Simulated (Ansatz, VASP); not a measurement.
# Two plane-wave programs on SnSe2

```
CELL_PARAMETERS angstrom
3.92959 0.00000 0.00000
-1.96480 3.40313 0.00000
0.00000 0.00000 5.12694
ATOMIC_POSITIONS crystal
Sn 0.00000 0.00000 0.00000
Se 0.33333 0.66667 0.26513
Se 0.66667 0.33333 0.73487
```

Alike in both runs: task single point; functional PBE; dispersion D3(BJ); k mesh 12 × 12 × 6; occupations gaussian, width 0.03 eV; no spin polarisation.

```csv
,VASP,Ansatz
version,VASP 6.6.1,Ansatz 0.2.0
potentials or method,"VASP PAW PBE potentials, release 64 (Sn_d, Se), cutoff 500 eV","scalar-relativistic, plane waves, PAW"
valence electrons in the cell,26,46
```

```csv
,VASP,Ansatz,Ansatz less VASP
gap on the k mesh at the Fermi level (eV),none,none,-
pressure (GPa),9.4,9.3,-0.12
"traceless stress, the component that is largest in VASP (GPa)",3.82,3.86,+0.040
rms of the force components (eV/Å),0.783,0.775,-0.0078
```

Atom by atom the forces differ by 0.008 eV/Å (rms over components). A gap of «none» marks a metal or a gap that the smearing closes. VASP's potentials hold 26 valence electrons a cell and Ansatz's 46, so a difference there can come from the potentials and not from the codes.
